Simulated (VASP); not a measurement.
# C (Fd-3m) in VASP: notebook

Runs on C. Level: PBEsol. Tasks: single point.

Everything below comes from runs of VASP 6.6.1. Logs are shortened: lines on timing, memory, paths and dates and some standing lists are left out, and cuts for length are marked.

**1. The cell of the first run**

It takes space group Fd-3m (No. 227, cubic). The conventional cell has a = 3.505 Å, b = 3.505 Å, c = 3.505 Å, α = 90.00°, β = 90.00°, γ = 90.00°. Within 2.0 Å of C (site symmetry -43m) lie 4 C at 1.52 Å.

**2. Single point, PBEsol**

Input file INCAR:

```
ALGO     = Normal         # electronic algorithm
EDIFF    = 1E-6           # SCF threshold, eV
ENCUT    = 520            # plane-wave cutoff, eV
GGA      = PS             # functional
ISIF     = 2              # what is computed and relaxed
ISMEAR   = -1             # smearing method
LASPH    = True           # aspherical terms in the spheres
LCHARG   = False          # write CHGCAR
LREAL    = False          # projectors in reciprocal space
LWAVE    = False          # write WAVECAR
NBANDS   = 11             # bands
NELM     = 60             # most SCF steps
PREC     = Accurate       # precision mode
SIGMA    = 0.05           # smearing width, eV
```

Input file KPOINTS:

```
k-points
0
Gamma
  13 13 13
```

Input file POSCAR:

```
C
1.0
    0.0000000000      1.7527295137      1.7527295137
    1.7527295137      0.0000000000      1.7527295137
    1.7527295137      1.7527295137      0.0000000000
C
2
Direct
    0.7500000000      0.7500000000      0.7500000000
    0.5000000000      0.5000000000      0.5000000000
```

Potentials or basis: VASP PAW PBE potentials, release 64 (C).

Command:

```sh
$ cat potpaw_PBE.64/C/POTCAR > POTCAR
$ mpirun -np 1 vasp_std > vasp.out
```

OUTCAR:

```text
EDIFF = 1E-6
   ENCUT = 520
   GGA = PS
   ISIF = 2
   ISMEAR = -1
   LASPH = True
   LREAL = False
   NELM = 60
   PREC = Accurate

 ion  position               nearest neighbor table
   1  0.750  0.750  0.750-   2 1.52   2 1.52   2 1.52   2 1.52
   2  0.500  0.500  0.500-   1 1.52   1 1.52   1 1.52   1 1.52

  LATTYP: Found a face centered cubic cell.
 ALAT       =     3.5054590274

  Lattice vectors:

 A1 = (   0.0000000000,   1.7527295137,   1.7527295137)
 A2 = (   1.7527295137,   0.0000000000,   1.7527295137)
 A3 = (   1.7527295137,   1.7527295137,   0.0000000000)

Analysis of symmetry for initial positions (statically):
=====================================================================
 Subroutine PRICEL returns:
 Original cell was already a primitive cell.

 Routine SETGRP: Setting up the symmetry group for a
 face centered cubic supercell.

 Subroutine GETGRP returns: Found 48 space group operations
 (whereof 24 operations were pure point group operations)
 out of a pool of 48 trial point group operations.

The static configuration has the point symmetry T_d .
 The point group associated with its full space group is O_h .

Analysis of symmetry for dynamics (positions and initial velocities):
=====================================================================
 Subroutine PRICEL returns:
 Original cell was already a primitive cell.

 Routine SETGRP: Setting up the symmetry group for a
 face centered cubic supercell.

 Subroutine GETGRP returns: Found 48 space group operations
 (whereof 24 operations were pure point group operations)
 out of a pool of 48 trial point group operations.

The dynamic configuration has the point symmetry T_d .
 The point group associated with its full space group is O_h .

 Subroutine INISYM returns: Found 48 space group operations
 (whereof 24 operations are pure point group operations),
 and found     1 'primitive' translations

----------------------------------------------------------------------------------------

                                     Primitive cell

  volume of cell :      10.7690

  direct lattice vectors                    reciprocal lattice vectors
     0.000000000  1.752729514  1.752729514    -0.285269345  0.285269345  0.285269345
     1.752729514  0.000000000  1.752729514     0.285269345 -0.285269345  0.285269345
     1.752729514  1.752729514  0.000000000     0.285269345  0.285269345 -0.285269345

  length of vectors
     2.478733849  2.478733849  2.478733849     0.494100999  0.494100999  0.494100999
[... 82 lines left out ...]
   LREAL  =      F    real-space projection
   EDIFFG = 0.1E-04   stopping-criterion for IOM
   NSW    =      0    number of steps for IOM
   IBRION =     -1    ionic relax: 0-MD 1-quasi-New 2-CG
   NFREE  =      0    steps in history (QN), initial steepest desc. (CG)
   ISIF   =      2    stress and relaxation
   ISYM   =      2    0-nonsym 1-usesym 2-fastsym
   POTIM  = 0.5000    time-step for ionic-motion
   TEBEG  =    0.0;   TEEND  =   0.0 temperature during run
   PSTRESS=    0.0 pullay stress
   NELECT =       8.0000    total number of electrons
   NUPDOWN=      -1.0000    fix difference up-down
   EMIN   =  10.00;   EMAX   =-10.00  energy-range for DOS
   EFERMI =   0.00;   METHOD = LEGACY
   ISMEAR =    -1;   SIGMA  =   0.05  broadening in eV -4-tet -1-fermi 0-gaus
   EFERMI_NEDOS =   21; number of points for ismear=-14 and -15
   IALGO  =     38    algorithm
   IMIX   =      4    mixing-type and parameters
     AMIX     =   0.40;   BMIX     =  1.00
     AMIX_MAG =   1.60;   BMIX_MAG =  1.00
  volume/ion in A,a.u.               =       5.38        36.34
  Fermi-wavevector in a.u.,A,eV,Ry     =   1.482677  2.801854 29.910116  2.198332
  Thomas-Fermi vector in A             =   2.596433
   LORBIT       =      0    0 simple, 1 ext, 2 COOP (PROOUT), +10 PAW based schemes
   GGA     = PS    functional components
   LHFCALC =     F    Hartree Fock is set to
   AEXX    =    0.0000 exact exchange contribution
   IVDW    =     0    specifies the selected vdW correction
   LEPSILON=     F    determine dielectric tensor
   LRPA    =     F    only Hartree local field effects (RPA)
 non-spin polarized calculation
  energy-cutoff  :      520.00
  volume of cell :       10.77
 maximum number of plane-waves:       303
   NGX =  9   NGY =  9   NGZ =  9

 number of electron       8.0000002 magnetization

 Free energy of the ion-electron system (eV)
  ---------------------------------------------------
  ext. energy  EPLUGINS =         0.00000000
  ---------------------------------------------------
  free energy    TOTEN  =       -19.21846453 eV

  energy without entropy =      -19.21846453  energy(sigma->0) =      -19.21846453

 E-fermi :  11.5024     XC(G=0): -13.6911

 val. band max:       10.4758839686   @ k =   0.0000   0.0000   0.0000
 cond. band min:      14.6032512846   @ k =   0.3846   0.3846   0.0000
 fundamental gap:      4.1273673160
 Fermi energy:        11.5024488364

 k-point     1 :       0.0000    0.0000    0.0000
  band No.  band energies     occupation
      1     -11.7575      2.00000
      2      10.4759      2.00000
      3      10.4759      2.00000
      4      10.4759      2.00000
      5      16.1589      0.00000
      6      16.1589      0.00000
      7      16.1589      0.00000
      8      25.0490      0.00000
      9      30.1187      0.00000
     10      37.5284      0.00000
     11      37.5284      0.00000
[... 309 lines left out ...]
 k-point    24 :       0.4615    0.1538    0.0000
  band No.  band energies     occupation
      1      -6.5144      2.00000
      2      -1.2454      2.00000
      3       5.8580      2.00000
      4       6.3482      2.00000
      5      17.6476      0.00000
      6      21.3625      0.00000
      7      22.0060      0.00000
      8      24.7668      0.00000
      9      31.5026      0.00000
     10      34.6232      0.00000
     11      38.1493      0.00000

 [... further k-points ...]
[... 5 lines left out ...]
  --------------------------------------------------------------------------------------
  -------------------------------------------------------------------------------------
  Total        1.4280155      1.4280155      1.4280155     -0.0000000      0.0000000      0.0000000
  in kB      212.4559115    212.4559115    212.4559115     -0.0000000      0.0000000      0.0000000
  external PRESSURE =     212.4559115 kB  Pullay stress =       0.0000000 kB

 VOLUME and BASIS-vectors are now :
 -----------------------------------------------------------------------------
  energy-cutoff  :      520.00
  volume of cell :       10.77
      direct lattice vectors                 reciprocal lattice vectors
     0.000000000  1.752729514  1.752729514    -0.285269345  0.285269345  0.285269345
     1.752729514  0.000000000  1.752729514     0.285269345 -0.285269345  0.285269345
     1.752729514  1.752729514  0.000000000     0.285269345  0.285269345 -0.285269345

 POSITION                                       TOTAL-FORCE (eV/Angst)
 -----------------------------------------------------------------------------------
      2.62909      2.62909      2.62909        -0.000000     -0.000000     -0.000000
      1.75273      1.75273      1.75273         0.000000      0.000000      0.000000
 -----------------------------------------------------------------------------------
    total drift:                                0.000000     -0.000000      0.000000

  FREE ENERGIE OF THE ION-ELECTRON SYSTEM (eV)
  ---------------------------------------------------
  free  energy   TOTEN  =       -19.2184645315 eV

  energy  without entropy=      -19.2184645315  energy(sigma->0) =      -19.21846453
```

OSZICAR:

```text
N       E                     dE             d eps       ncg     rms          rms(c)
DAV:   1    -0.486227808170E+00   -0.48623E+00   -0.47581E+03  1958   0.694E+02
DAV:   2    -0.196441427337E+02   -0.19158E+02   -0.18716E+02  2427   0.129E+02
DAV:   3    -0.199881844963E+02   -0.34404E+00   -0.34325E+00  2144   0.130E+01
DAV:   4    -0.199886620282E+02   -0.47753E-03   -0.47752E-03  2027   0.614E-01
DAV:   5    -0.199886625191E+02   -0.49097E-06   -0.49062E-06  2090   0.184E-02    0.599E+00
DAV:   6    -0.194161403599E+02    0.57252E+00   -0.29611E-01  1896   0.381E+00    0.353E+00
DAV:   7    -0.192177916667E+02    0.19835E+00   -0.35183E-01  1998   0.419E+00    0.770E-01
DAV:   8    -0.192184397366E+02   -0.64807E-03   -0.82014E-03  1968   0.724E-01    0.298E-02
DAV:   9    -0.192184565998E+02   -0.16863E-04   -0.13603E-05  2194   0.338E-02    0.223E-02
DAV:  10    -0.192184646675E+02   -0.80677E-05   -0.31863E-06  1995   0.159E-02    0.447E-03
DAV:  11    -0.192184645315E+02    0.13596E-06   -0.86537E-08  1113   0.260E-03
   1 F= -.19218465E+02 E0= -.19218465E+02  d E =-.368269E-11
```

stdout:

```text
POSCAR found type information on POSCAR C
 POSCAR found :  1 types and       2 ions
 scaLAPACK will be used
 -----------------------------------------------------------------------------
|                                                                             |
|                                                                             |
|     You enforced a specific xc type in the INCAR file but a different       |
|     I HOPE YOU KNOW WHAT YOU ARE DOING!                                     |
|                                                                             |
 -----------------------------------------------------------------------------

 LDA part: xc-table for (Slater+PW92), standard interpolation
 POSCAR, INCAR and KPOINTS ok, starting setup
 FFT: planning ... GRIDC
 FFT: planning ... GRID_SOFT
 FFT: planning ... GRID
 WAVECAR not read
 entering main loop
```

Wall time 14 s (1 thread of AMD EPYC 7R43 (Zen 3), shared host); peak memory 0.08 GiB.

What came out:

| Quantity | Value |
| --- | --- |
| Free energy | -19.2185 eV |
| Pressure | 21.2 GPa |
| Band gap on the k mesh | 4.13 eV, indirect (least direct gap 5.68 eV) |

Caveat: the PAW data sets were made with another functional, which shifts forces and pressure a little. As with any semilocal functional, this PBEsol gap is likely too small.

**3. Single point, PBEsol**

This run uses another cell than the first one, of 5.29 Å³/atom, 0.982 times its volume.

Input file INCAR:

```
PREC     = Accurate       # precision mode
ENCUT    = 520            # plane-wave cutoff, eV
EDIFF    = 1E-7           # SCF threshold, eV
ISMEAR   = -1             # smearing method
SIGMA    = 0.05           # smearing width, eV
LREAL    = False          # projectors in reciprocal space
LASPH    = True           # aspherical terms in the spheres
NELM     = 80             # most SCF steps
ALGO     = Normal         # electronic algorithm
ISIF     = 2              # what is computed and relaxed
LWAVE    = False          # write WAVECAR
LCHARG   = False          # write CHGCAR
GGA      = PS             # functional
NBANDS   = 11             # bands
```

Input file KPOINTS:

```
regular mesh
0
Gamma
  13 13 13
```

Input file POSCAR:

```
C
1.0
    0.0000000000      1.7419426781      1.7419426781
    1.7419426781      0.0000000000      1.7419426781
    1.7419426781      1.7419426781      0.0000000000
C
2
Direct
    0.7500000000      0.7500000000      0.7500000000
    0.5000000000      0.5000000000      0.5000000000
```

Potentials or basis: VASP PAW PBE potentials, release 64 (C).

Command:

```sh
$ cat potpaw_PBE.64/C/POTCAR > POTCAR
$ mpirun -np 1 vasp_std > vasp.out
```

OUTCAR:

```text
PREC = Accurate
   ENCUT = 520
   EDIFF = 1E-7
   ISMEAR = -1
   LREAL = False
   LASPH = True
   NELM = 80
   ISIF = 2
   GGA = PS

 ion  position               nearest neighbor table
   1  0.750  0.750  0.750-   2 1.51   2 1.51   2 1.51   2 1.51
   2  0.500  0.500  0.500-   1 1.51   1 1.51   1 1.51   1 1.51

  LATTYP: Found a face centered cubic cell.
 ALAT       =     3.4838853562

  Lattice vectors:

 A1 = (   0.0000000000,   1.7419426781,   1.7419426781)
 A2 = (   1.7419426781,   0.0000000000,   1.7419426781)
 A3 = (   1.7419426781,   1.7419426781,   0.0000000000)

Analysis of symmetry for initial positions (statically):
=====================================================================
 Subroutine PRICEL returns:
 Original cell was already a primitive cell.

 Routine SETGRP: Setting up the symmetry group for a
 face centered cubic supercell.

 Subroutine GETGRP returns: Found 48 space group operations
 (whereof 24 operations were pure point group operations)
 out of a pool of 48 trial point group operations.

The static configuration has the point symmetry T_d .
[... 165 lines left out ...]
 cond. band min:      14.9254079839   @ k =   0.3846   0.3846   0.0000
 fundamental gap:      4.1694051795
 Fermi energy:        11.7554385308

 k-point     1 :       0.0000    0.0000    0.0000
  band No.  band energies     occupation
      1     -11.7370      2.00000
      2      10.7560      2.00000
      3      10.7560      2.00000
      4      10.7560      2.00000
      5      16.4901      0.00000
      6      16.4901      0.00000
      7      16.4901      0.00000
      8      25.7672      0.00000
      9      30.6506      0.00000
     10      38.0213      0.00000
     11      38.0213      0.00000
[... 309 lines left out ...]
 k-point    24 :       0.4615    0.1538    0.0000
  band No.  band energies     occupation
      1      -6.4203      2.00000
      2      -1.1231      2.00000
      3       6.0765      2.00000
      4       6.5544      2.00000
      5      17.9952      0.00000
      6      21.7713      0.00000
      7      22.5233      0.00000
      8      25.2320      0.00000
      9      32.0189      0.00000
     10      35.2675      0.00000
     11      38.7097      0.00000

 [... further k-points ...]
[... 5 lines left out ...]
  --------------------------------------------------------------------------------------
  -------------------------------------------------------------------------------------
  Total        2.0663027      2.0663027      2.0663027      0.0000000      0.0000000     -0.0000000
  in kB      313.1648052    313.1648052    313.1648052      0.0000000      0.0000000     -0.0000000
  external PRESSURE =     313.1648052 kB  Pullay stress =       0.0000000 kB

 VOLUME and BASIS-vectors are now :
 -----------------------------------------------------------------------------
  energy-cutoff  :      520.00
  volume of cell :       10.57
      direct lattice vectors                 reciprocal lattice vectors
     0.000000000  1.741942678  1.741942678    -0.287035852  0.287035852  0.287035852
     1.741942678  0.000000000  1.741942678     0.287035852 -0.287035852  0.287035852
     1.741942678  1.741942678  0.000000000     0.287035852  0.287035852 -0.287035852

 POSITION                                       TOTAL-FORCE (eV/Angst)
 -----------------------------------------------------------------------------------
      2.61291      2.61291      2.61291         0.000000     -0.000000     -0.000000
      1.74194      1.74194      1.74194        -0.000000      0.000000      0.000000
 -----------------------------------------------------------------------------------
    total drift:                                0.000000     -0.000000      0.000000

  FREE ENERGIE OF THE ION-ELECTRON SYSTEM (eV)
  ---------------------------------------------------
  free  energy   TOTEN  =       -19.1858638020 eV

  energy  without entropy=      -19.1858638020  energy(sigma->0) =      -19.18586380
```

stdout:

```text
POSCAR found type information on POSCAR C
 POSCAR found :  1 types and       2 ions
 scaLAPACK will be used
 -----------------------------------------------------------------------------
|                                                                             |
|                                                                             |
|     You enforced a specific xc type in the INCAR file but a different       |
|     I HOPE YOU KNOW WHAT YOU ARE DOING!                                     |
|                                                                             |
 -----------------------------------------------------------------------------

 LDA part: xc-table for (Slater+PW92), standard interpolation
 POSCAR, INCAR and KPOINTS ok, starting setup
 FFT: planning ... GRIDC
 FFT: planning ... GRID_SOFT
 FFT: planning ... GRID
 WAVECAR not read
 entering main loop
```

Wall time 15 s (1 thread of AMD EPYC 7R43 (Zen 3), shared host); peak memory 0.08 GiB.

Results:

| Quantity | Value |
| --- | --- |
| Free energy | -19.1859 eV |
| Pressure | 31.3 GPa |
| Band gap on the k mesh | 4.17 eV, indirect (least direct gap 5.73 eV) |

Levels at points of the mesh, in eV from the valence-band top:
```tsv
k point	band 2	band 3	band 4	band 5	band 6	band 7
(0.00, 0.00, 0.00)	0.00	0.00	0.00	5.73	5.73	5.73
```

Caveat: the PAW data sets were made with another functional, which shifts forces and pressure a little.

**4. Single point, PBEsol**

This run uses another cell than the first one, of 5.61 Å³/atom, 1.042 times its volume.

Input file INCAR:

```
PREC = Accurate
ENCUT = 520
EDIFF = 1E-7
ISMEAR = -1
SIGMA = 0.05
LREAL = False
LASPH = True
NELM = 100
ALGO = Normal
ISIF = 2
LWAVE = False
LCHARG = False
GGA = PS
NBANDS = 11
```

KPOINTS is that of step 3.

Input file POSCAR:

```
C
1.0
    0.0000000000      1.7769074974      1.7769074974
    1.7769074974      0.0000000000      1.7769074974
    1.7769074974      1.7769074974      0.0000000000
C
2
Direct
    0.7500000000      0.7500000000      0.7500000000
    0.5000000000      0.5000000000      0.5000000000
```

Command:

```sh
$ cat potpaw_PBE.64/C/POTCAR > POTCAR
$ mpirun -np 1 vasp_std > vasp.out
```

Wall time 19 s (1 thread of AMD EPYC 7R43 (Zen 3), shared host); peak memory 0.08 GiB.

The run converged. Its results:

* Free energy: -19.2497 eV
* Pressure: 1.1 GPa
* Band gap on the k mesh: 4.04 eV, indirect (least direct gap 5.57 eV)

Levels at points of the mesh, in eV from the valence-band top:
```tsv
k point	band 2	band 3	band 4	band 5	band 6	band 7
(0.00, 0.00, 0.00)	0.00	0.00	0.00	5.57	5.57	5.57
```

Caveat: the PAW data sets were made with another functional, which shifts forces and pressure a little. As with any semilocal functional, this PBEsol gap is likely too small.

(Part 1 of 2 ends here.)
